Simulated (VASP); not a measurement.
# Bi (Im-3m) in VASP: a series of runs

Runs on Bi. Level: PBEsol. Tasks: single point.

Everything below comes from runs of VASP 6.6.1. Logs are shortened: lines on timing, memory, paths and dates and some standing lists are left out, and cuts for length are marked.

## (1) The cell of the first run

The structure is cubic, space group Im-3m (No. 229). Conventional cell: a = 3.053 Å, b = 3.053 Å, c = 3.053 Å, α = 90.00°, β = 90.00°, γ = 90.00°. Within 3.5 Å of Bi (site symmetry m-3m) lie 14 Bi at 2.64 to 3.05 Å.

## (2) Single point, PBEsol

File INCAR:

```
  ALGO = Normal
  EDIFF = 1E-6
  ENCUT = 520
  GGA = PS
  ISIF = 2
  ISMEAR = 0
  LASPH = True
  LCHARG = True
  LELF = True
  LREAL = False
  LVHAR = True
  LWAVE = False
  NBANDS = 14
  NELM = 60
  PREC = Accurate
  SIGMA = 0.05
```

File KPOINTS:

```
k-points
0
Gamma
  20 20 20
```

File POSCAR:

```
Bi
1.0
   -1.5263523578      1.5263523578      1.5263523578
    1.5263523578     -1.5263523578      1.5263523578
    1.5263523578      1.5263523578     -1.5263523578
Bi
1
Direct
    0.0000000000      0.0000000000      0.0000000000
```

Potentials or basis: VASP PAW PBE potentials, release 64 (Bi_d).

Run with:

```bash
$ cat potpaw_PBE.64/Bi_d/POTCAR > POTCAR
$ mpirun -np 1 vasp_std > vasp.out
```

OUTCAR:

```text
EDIFF = 1E-6
   ENCUT = 520
   GGA = PS
   ISIF = 2
   ISMEAR = 0
   LASPH = True
   LREAL = False
   NELM = 60
   PREC = Accurate

 ion  position               nearest neighbor table
   1  0.000  0.000  0.000-

  LATTYP: Found a body centered cubic cell.
 ALAT       =     3.0527047156

  Lattice vectors:

 A1 = (  -1.5263523578,   1.5263523578,   1.5263523578)
 A2 = (   1.5263523578,  -1.5263523578,   1.5263523578)
 A3 = (   1.5263523578,   1.5263523578,  -1.5263523578)

Analysis of symmetry for initial positions (statically):
=====================================================================
 Subroutine PRICEL returns:
 Original cell was already a primitive cell.

 Routine SETGRP: Setting up the symmetry group for a
 body centered cubic supercell.

 Subroutine GETGRP returns: Found 48 space group operations
 (whereof 48 operations were pure point group operations)
 out of a pool of 48 trial point group operations.

The static configuration has the point symmetry O_h .

Analysis of symmetry for dynamics (positions and initial velocities):
=====================================================================
 Subroutine PRICEL returns:
 Original cell was already a primitive cell.

 Routine SETGRP: Setting up the symmetry group for a
 body centered cubic supercell.

 Subroutine GETGRP returns: Found 48 space group operations
 (whereof 48 operations were pure point group operations)
 out of a pool of 48 trial point group operations.

The dynamic configuration has the point symmetry O_h .

 Subroutine INISYM returns: Found 48 space group operations
 (whereof 48 operations are pure point group operations),
 and found     1 'primitive' translations

----------------------------------------------------------------------------------------

                                     Primitive cell

  volume of cell :      14.2241

  direct lattice vectors                    reciprocal lattice vectors
    -1.526352358  1.526352358  1.526352358     0.000000000  0.327578359  0.327578359
     1.526352358 -1.526352358  1.526352358     0.327578359  0.000000000  0.327578359
     1.526352358  1.526352358 -1.526352358     0.327578359  0.327578359  0.000000000

  length of vectors
     2.643719834  2.643719834  2.643719834     0.463265757  0.463265757  0.463265757

  position of ions in fractional coordinates (direct lattice)
     0.000000000  0.000000000  0.000000000

  ion indices of the primitive-cell ions
   primitive index   ion index
                 1           1

----------------------------------------------------------------------------------------

 KPOINTS: k-points

Automatic generation of k-mesh.
 Grid dimensions read from file:
 generate k-points for:   20   20   20

 Generating k-lattice:

  Cartesian coordinates                     Fractional coordinates (reciprocal lattice)
     0.000000000  0.016378918  0.016378918     0.050000000  0.000000000  0.000000000
     0.016378918  0.000000000  0.016378918     0.000000000  0.050000000  0.000000000
     0.016378918  0.016378918  0.000000000     0.000000000  0.000000000  0.050000000

  Length of vectors
     0.023163288  0.023163288  0.023163288

  Shift w.r.t. Gamma in fractional coordinates (k-lattice)
     0.000000000  0.000000000  0.000000000

 Subroutine IBZKPT returns following result:
 ===========================================

 Found    256 irreducible k-points:

 Following reciprocal coordinates:
            Coordinates               Weight
  0.000000  0.000000  0.000000      1.000000
  0.050000  0.000000  0.000000     12.000000
  0.100000  0.000000  0.000000     12.000000
  0.150000  0.000000  0.000000     12.000000
  0.200000  0.000000  0.000000     12.000000
  0.250000  0.000000  0.000000     12.000000
[... 16 lines left out ...]
  0.200000  0.100000  0.000000     48.000000
  0.250000  0.100000  0.000000     48.000000
 [... further k-points ...]
   k-points           NKPTS =    256   k-points in BZ     NKDIM =    256   number of bands    NBANDS=     14
   number of dos      NEDOS =    301   number of ions     NIONS =      1
   total plane-waves  NPLWV =   8000
   dimension x,y,z NGX =    20 NGY =   20 NGZ =   20
   dimension x,y,z NGXF=    40 NGYF=   40 NGZF=   40
   ions per type =               1
   NGX,Y,Z   is equivalent  to a cutoff of  12.58, 12.58, 12.58 a.u.
   NGXF,Y,Z  is equivalent  to a cutoff of  25.15, 25.15, 25.15 a.u.
 SYSTEM =  unknown system
   PREC   = accura    normal or accurate (medium, high low for compatibility)
   ISTART =      0    job   : 0-new  1-cont  2-samecut
   ICHARG =      2    charge: 1-file 2-atom 10-const
   ISPIN  =      1    spin polarized calculation?
   LNONCOLLINEAR =      F non collinear calculations
   LSORBIT =      F    spin-orbit coupling
   LASPH  =      T    aspherical Exc in radial PAW
   ENCUT  =  520.0 eV  38.22 Ry    6.18 a.u.   4.92  4.92  4.92*2*pi/ulx,y,z
   NELM   =     60;   NELMIN=  2; NELMDL= -5     # of ELM steps
   EDIFF  = 0.1E-05   stopping-criterion for ELM
   LREAL  =      F    real-space projection
   EDIFFG = 0.1E-04   stopping-criterion for IOM
   NSW    =      0    number of steps for IOM
   IBRION =     -1    ionic relax: 0-MD 1-quasi-New 2-CG
   NFREE  =      0    steps in history (QN), initial steepest desc. (CG)
   ISIF   =      2    stress and relaxation
   ISYM   =      2    0-nonsym 1-usesym 2-fastsym
   POTIM  = 0.5000    time-step for ionic-motion
   TEBEG  =    0.0;   TEEND  =   0.0 temperature during run
   PSTRESS=    0.0 pullay stress
   NELECT =      15.0000    total number of electrons
   NUPDOWN=      -1.0000    fix difference up-down
   EMIN   =  10.00;   EMAX   =-10.00  energy-range for DOS
   EFERMI =   0.00;   METHOD = LEGACY
   ISMEAR =     0;   SIGMA  =   0.05  broadening in eV -4-tet -1-fermi 0-gaus
   EFERMI_NEDOS =   21; number of points for ismear=-14 and -15
   IALGO  =     38    algorithm
   IMIX   =      4    mixing-type and parameters
     AMIX     =   0.40;   BMIX     =  1.00
     AMIX_MAG =   1.60;   BMIX_MAG =  1.00
  volume/ion in A,a.u.               =      14.22        95.99
  Fermi-wavevector in a.u.,A,eV,Ry     =   1.666341  3.148927 37.779176  2.776691
  Thomas-Fermi vector in A             =   2.752554
   LORBIT       =      0    0 simple, 1 ext, 2 COOP (PROOUT), +10 PAW based schemes
   GGA     = PS    functional components
   LHFCALC =     F    Hartree Fock is set to
   AEXX    =    0.0000 exact exchange contribution
   IVDW    =     0    specifies the selected vdW correction
   LEPSILON=     F    determine dielectric tensor
   LRPA    =     F    only Hartree local field effects (RPA)
 non-spin polarized calculation
 Gauss-broadening in eV      SIGMA  =   0.05
  energy-cutoff  :      520.00
  volume of cell :       14.22
 maximum number of plane-waves:       398
   NGX =  9   NGY =  9   NGZ =  9

 number of electron      15.0000006 magnetization

 Free energy of the ion-electron system (eV)
  ---------------------------------------------------
  ext. energy  EPLUGINS =         0.00000000
  ---------------------------------------------------
  free energy    TOTEN  =         2.08130288 eV

  energy without entropy =        2.08160052  energy(sigma->0) =        2.08145170

 E-fermi :  22.6261     XC(G=0): -14.7621

 val. band max:       22.6210013383   @ k =   0.1500   0.1500   0.1500
 cond. band min:      22.6547086610   @ k =   0.2000   0.0500   0.0500
 fundamental gap:      0.0337073227
 Fermi energy:        22.6260595744

 k-point     1 :       0.0000    0.0000    0.0000
  band No.  band energies     occupation
      1      -3.2049      2.00000
      2      -3.2049      2.00000
      3      -3.2049      2.00000
      4      -2.0061      2.00000
      5      -2.0061      2.00000
      6      -0.4162      2.00000
      7      30.9145      0.00000
      8      30.9145      0.00000
      9      30.9145      0.00000
     10      35.9253      0.00000
     11      35.9253      0.00000
     12      35.9253      0.00000
     13      39.3287      0.00000
     14      39.3287      0.00000

 k-point     2 :       0.0500    0.0000    0.0000
  band No.  band energies     occupation
      1      -3.2180      2.00000
      2      -3.1963      2.00000
      3      -3.1618      2.00000
      4      -2.0212      2.00000
      5      -2.0061      2.00000
      6      -0.3156      2.00000
      7      30.7253      0.00000
      8      30.9045      0.00000
      9      30.9807      0.00000
     10      34.8819      0.00000
     11      35.3275      0.00000
     12      35.4409      0.00000
     13      39.7385      0.00000
     14      40.1684      0.00000

 k-point     3 :       0.1000    0.0000    0.0000
  band No.  band energies     occupation
      1      -3.2559      2.00000
      2      -3.1783      2.00000
      3      -3.0351      2.00000
      4      -2.0631      2.00000
      5      -2.0060      2.00000
      6      -0.0069      2.00000
      7      29.8492      0.00000
      8      30.7571      0.00000
      9      31.1721      0.00000
     10      33.3226      0.00000
     11      34.2495      0.00000
     12      34.4779      0.00000
     13      40.2194      0.00000
     14      41.8484      0.00000
[... 324 lines left out ...]
 k-point    23 :       0.2000    0.1000    0.0000
  band No.  band energies     occupation
      1      -3.4362      2.00000
      2      -3.2223      2.00000
      3      -2.3054      2.00000
      4      -2.2117      2.00000
      5      -2.0021      2.00000
      6       2.6207      2.00000
      7      22.6989      0.03947
      8      26.2135      0.00000
      9      28.6517      0.00000
     10      32.2616      0.00000
     11      34.8889      0.00000
     12      35.6469      0.00000
     13      40.7940      0.00000
     14      41.9188      0.00000

 k-point    24 :       0.2500    0.1000    0.0000
  band No.  band energies     occupation
      1      -3.5103      2.00000
      2      -3.2940      2.00000
      3      -2.2089      2.00000
      4      -2.0883      2.00000
      5      -1.9438      2.00000
      6       3.8327      2.00000
      7      20.0656      2.00000
      8      25.3288      0.00000
      9      27.6700      0.00000
     10      32.5889      0.00000
     11      35.1340      0.00000
     12      36.1678      0.00000
     13      40.4335      0.00000
     14      42.8295      0.00000

 [... further k-points ...]
[... 5 lines left out ...]
  --------------------------------------------------------------------------------------
  -------------------------------------------------------------------------------------
  Total       22.9880422     22.9880422     22.9880422      0.0000000      0.0000000      0.0000000
  in kB     2589.3345761   2589.3345761   2589.3345761      0.0000000      0.0000000      0.0000000
  external PRESSURE =    2589.3345761 kB  Pullay stress =       0.0000000 kB

 VOLUME and BASIS-vectors are now :
 -----------------------------------------------------------------------------
  energy-cutoff  :      520.00
  volume of cell :       14.22
      direct lattice vectors                 reciprocal lattice vectors
    -1.526352358  1.526352358  1.526352358     0.000000000  0.327578359  0.327578359
     1.526352358 -1.526352358  1.526352358     0.327578359  0.000000000  0.327578359
     1.526352358  1.526352358 -1.526352358     0.327578359  0.327578359  0.000000000

 POSITION                                       TOTAL-FORCE (eV/Angst)
 -----------------------------------------------------------------------------------
      0.00000      0.00000      0.00000        -0.000000      0.000000     -0.000000
 -----------------------------------------------------------------------------------
    total drift:                                0.000000     -0.000000      0.000000

  FREE ENERGIE OF THE ION-ELECTRON SYSTEM (eV)
  ---------------------------------------------------
  free  energy   TOTEN  =         2.0813028788 eV

  energy  without entropy=        2.0816005231  energy(sigma->0) =        2.08145170
```

It took 25 s on 1 thread of Intel Xeon 6975P-C, shared host; peak memory 0.16 GiB.

What came out:

| Quantity | Value |
| --- | --- |
| Free energy | 2.0813 eV |
| Pressure | 258.9 GPa |

Caveat: the PAW data sets were made with another functional, which shifts forces and pressure a little; spin-orbit coupling is left out, which moves the levels of the heavy elements.

[end of part 1 of 2]
